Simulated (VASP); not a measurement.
# Zn (Pm-3m) in VASP: single point with PBE

Aim: the single point of Zn with PBE.

Everything below comes from runs of VASP 6.6.1. Logs are shortened: lines on timing, memory, paths and dates and some standing lists are left out, and cuts for length are marked.

### 1 The cell of the first run

Symmetry: Pm-3m, No. 221, cubic system. The conventional cell has a = 2.335 Å, b = 2.335 Å, c = 2.335 Å, α = 90.00°, β = 90.00°, γ = 90.00°. Within 3.1 Å of Zn (site symmetry m-3m) lie 6 Zn at 2.33 Å.

This isn't the form of Zn at room conditions, which is hcp.

### 2 Single point, PBE (12.73 Å³/atom)

INCAR reads:

```
  ALGO = Normal
  EDIFF = 1E-6
  ENCUT = 500
  GGA = PE
  GGA_COMPAT = False
  ISIF = 2
  ISMEAR = -1
  LASPH = True
  LCHARG = False
  LREAL = False
  LWAVE = False
  NBANDS = 12
  NELM = 120
  PREC = Accurate
  SIGMA = 0.08
```

KPOINTS reads:

```
k-points
0
Gamma
  17 17 17
```

POSCAR reads:

```
Zn
1.0
    2.3347375317      0.0000000000      0.0000000000
    0.0000000000      2.3347375317      0.0000000000
    0.0000000000      0.0000000000      2.3347375317
Zn
1
Direct
    0.0000000000      0.0000000000      0.0000000000
```

Potentials or basis: VASP PAW PBE potentials, release 64 (Zn).

On the command line:

```bash
cat potpaw_PBE.64/Zn/POTCAR > POTCAR
mpirun -np 1 vasp_std > vasp.out
```

OUTCAR:

```text
EDIFF = 1E-6
   ENCUT = 500
   GGA = PE
   ISIF = 2
   ISMEAR = -1
   LASPH = True
   LREAL = False
   NELM = 120
   PREC = Accurate

 ion  position               nearest neighbor table
   1  0.000  0.000  0.000-

  LATTYP: Found a simple cubic cell.
 ALAT       =     2.3347375317

  Lattice vectors:

 A1 = (   2.3347375317,   0.0000000000,   0.0000000000)
 A2 = (   0.0000000000,   2.3347375317,   0.0000000000)
 A3 = (   0.0000000000,   0.0000000000,   2.3347375317)

Analysis of symmetry for initial positions (statically):
=====================================================================
 Subroutine PRICEL returns:
 Original cell was already a primitive cell.

 Routine SETGRP: Setting up the symmetry group for a
 simple cubic supercell.

 Subroutine GETGRP returns: Found 48 space group operations
 (whereof 48 operations were pure point group operations)
 out of a pool of 48 trial point group operations.

The static configuration has the point symmetry O_h .

Analysis of symmetry for dynamics (positions and initial velocities):
=====================================================================
 Subroutine PRICEL returns:
 Original cell was already a primitive cell.

 Routine SETGRP: Setting up the symmetry group for a
 simple cubic supercell.

 Subroutine GETGRP returns: Found 48 space group operations
 (whereof 48 operations were pure point group operations)
 out of a pool of 48 trial point group operations.

The dynamic configuration has the point symmetry O_h .

 Subroutine INISYM returns: Found 48 space group operations
 (whereof 48 operations are pure point group operations),
 and found     1 'primitive' translations

----------------------------------------------------------------------------------------

                                     Primitive cell

  volume of cell :      12.7267

  direct lattice vectors                    reciprocal lattice vectors
     2.334737532  0.000000000  0.000000000     0.428313670  0.000000000  0.000000000
     0.000000000  2.334737532  0.000000000     0.000000000  0.428313670  0.000000000
     0.000000000  0.000000000  2.334737532     0.000000000  0.000000000  0.428313670

  length of vectors
     2.334737532  2.334737532  2.334737532     0.428313670  0.428313670  0.428313670

  position of ions in fractional coordinates (direct lattice)
     0.000000000  0.000000000  0.000000000

  ion indices of the primitive-cell ions
   primitive index   ion index
                 1           1

[... 78 lines left out ...]
   ISYM   =      2    0-nonsym 1-usesym 2-fastsym
   POTIM  = 0.5000    time-step for ionic-motion
   TEBEG  =    0.0;   TEEND  =   0.0 temperature during run
   PSTRESS=    0.0 pullay stress
   NELECT =      12.0000    total number of electrons
   NUPDOWN=      -1.0000    fix difference up-down
   EMIN   =  10.00;   EMAX   =-10.00  energy-range for DOS
   EFERMI =   0.00;   METHOD = LEGACY
   ISMEAR =    -1;   SIGMA  =   0.08  broadening in eV -4-tet -1-fermi 0-gaus
   EFERMI_NEDOS =   21; number of points for ismear=-14 and -15
   IALGO  =     38    algorithm
   IMIX   =      4    mixing-type and parameters
     AMIX     =   0.40;   BMIX     =  1.00
     AMIX_MAG =   1.60;   BMIX_MAG =  1.00
  volume/ion in A,a.u.               =      12.73        85.88
  Fermi-wavevector in a.u.,A,eV,Ry     =   1.605328  3.033631 35.063286  2.577079
  Thomas-Fermi vector in A             =   2.701692
   LORBIT       =      0    0 simple, 1 ext, 2 COOP (PROOUT), +10 PAW based schemes
   GGA     = PE    functional components
   LHFCALC =     F    Hartree Fock is set to
   AEXX    =    0.0000 exact exchange contribution
   IVDW    =     0    specifies the selected vdW correction
   LEPSILON=     F    determine dielectric tensor
   LRPA    =     F    only Hartree local field effects (RPA)
 non-spin polarized calculation
  energy-cutoff  :      500.00
  volume of cell :       12.73
 maximum number of plane-waves:       341
 NGX is ok and might be reduce to    18
   NGX =  9   NGY =  9   NGZ =  9

 number of electron      11.9999965 magnetization

 Free energy of the ion-electron system (eV)
  ---------------------------------------------------
  ext. energy  EPLUGINS =         0.00000000
  ---------------------------------------------------
  free energy    TOTEN  =        -0.36376775 eV

  energy without entropy =       -0.35821839  energy(sigma->0) =       -0.36099307

 E-fermi :   4.3305     XC(G=0): -12.4461

 val. band max:        4.2622790843   @ k =   0.4706   0.2941   0.1176
 cond. band min:       4.4208385014   @ k =   0.4118   0.1176   0.1176
 fundamental gap:      0.1585594171
 Fermi energy:         4.3304500499

 k-point     1 :       0.0000    0.0000    0.0000
  band No.  band energies     occupation
      1      -7.4169      2.00000
      2      -5.0613      2.00000
      3      -5.0613      2.00000
      4      -2.9088      2.00000
      5      -2.9088      2.00000
      6      -2.9088      2.00000
      7      19.7385      0.00000
      8      19.7385      0.00000
      9      19.7385      0.00000
     10      22.9831      0.00000
     11      22.9831      0.00000
     12      27.4070      0.00000
[... 331 lines left out ...]
 k-point    24 :       0.4706    0.1176    0.0000
  band No.  band energies     occupation
      1      -4.7834      2.00000
      2      -4.5376      2.00000
      3      -3.8728      2.00000
      4      -3.5312      2.00000
      5      -2.9318      2.00000
      6       0.0968      2.00000
      7       2.3608      2.00000
      8      21.7095      0.00000
      9      23.3086      0.00000
     10      26.6449      0.00000
     11      27.6175      0.00000
     12      30.3156      0.00000

 [... further k-points ...]

------------------------ aborting loop because EDIFF is reached ----------------------------------------

  FORCE on cell =-STRESS in cart. coord.  units (eV):
  Direction    XX          YY          ZZ          XY          YZ          ZX
  --------------------------------------------------------------------------------------
  -------------------------------------------------------------------------------------
  Total        3.4193633      3.4193633      3.4193633      0.0000000      0.0000000     -0.0000000
  in kB      430.4687504    430.4687504    430.4687504      0.0000000      0.0000000     -0.0000000
  external PRESSURE =     430.4687504 kB  Pullay stress =       0.0000000 kB

 VOLUME and BASIS-vectors are now :
 -----------------------------------------------------------------------------
  energy-cutoff  :      500.00
  volume of cell :       12.73
      direct lattice vectors                 reciprocal lattice vectors
     2.334737532  0.000000000  0.000000000     0.428313670  0.000000000  0.000000000
     0.000000000  2.334737532  0.000000000     0.000000000  0.428313670  0.000000000
     0.000000000  0.000000000  2.334737532     0.000000000  0.000000000  0.428313670

 POSITION                                       TOTAL-FORCE (eV/Angst)
 -----------------------------------------------------------------------------------
      0.00000      0.00000      0.00000         0.000000      0.000000      0.000000
 -----------------------------------------------------------------------------------
    total drift:                                0.000000      0.000000      0.000000

  FREE ENERGIE OF THE ION-ELECTRON SYSTEM (eV)
  ---------------------------------------------------
  free  energy   TOTEN  =        -0.3637677482 eV

  energy  without entropy=       -0.3582183931  energy(sigma->0) =       -0.36099307
```

OSZICAR:

```text
N       E                     dE             d eps       ncg     rms          rms(c)
DAV:   1     0.416222108350E+02    0.41622E+02   -0.64262E+03  4124   0.163E+03
DAV:   2     0.631978122678E+00   -0.40990E+02   -0.38374E+02  4096   0.213E+02
DAV:   3    -0.522164158451E+00   -0.11541E+01   -0.11524E+01  4560   0.353E+01
DAV:   4    -0.524408700092E+00   -0.22445E-02   -0.22445E-02  4272   0.149E+00
DAV:   5    -0.524409987367E+00   -0.12873E-05   -0.12870E-05  4608   0.352E-02    0.470E+00
DAV:   6    -0.380472584395E+00    0.14394E+00   -0.69682E-01  4792   0.171E+01    0.309E+00
DAV:   7    -0.368542235496E+00    0.11930E-01   -0.14294E-02  4136   0.232E+00    0.154E+00
DAV:   8    -0.363774761522E+00    0.47675E-02   -0.19699E-03  4552   0.620E-01    0.315E-02
DAV:   9    -0.363766999682E+00    0.77618E-05   -0.12115E-04  5544   0.144E-01    0.185E-02
DAV:  10    -0.363768474024E+00   -0.14743E-05   -0.41975E-06  4192   0.226E-02    0.403E-03
DAV:  11    -0.363767748204E+00    0.72582E-06   -0.10296E-06  2280   0.205E-02
   1 F= -.36376775E+00 E0= -.36099307E+00  d E =-.554936E-02
```

stdout:

```text
POSCAR found type information on POSCAR Zn
 POSCAR found :  1 types and       1 ions
 scaLAPACK will be used
 LDA part: xc-table for (Slater+PW92), standard interpolation
 POSCAR, INCAR and KPOINTS ok, starting setup
 FFT: planning ... GRIDC
 FFT: planning ... GRID_SOFT
 FFT: planning ... GRID
 WAVECAR not read
 entering main loop
```

It took 17 s on 1 thread of Intel Xeon Platinum 8488C (Sapphire Rapids), shared host; peak memory 0.13 GiB.

What came out:

```
Free energy            : -0.3638 eV
Pressure               : 43.0 GPa
Band gap on the k mesh : zero (bands 6 and 7 overlap by 8.65 eV)
```

Levels at points of the mesh, in eV from the Fermi level:
| k point | band 4 | band 5 | band 6 | band 7 | band 8 | band 9 |
| --- | --- | --- | --- | --- | --- | --- |
| (0.00, 0.00, 0.00) | -7.24 | -7.24 | -7.24 | 15.41 | 15.41 | 15.41 |

Caveat: the cell stands under pressure.

The gap in the log of VASP goes by the Fermi energy; the results here count the filled bands.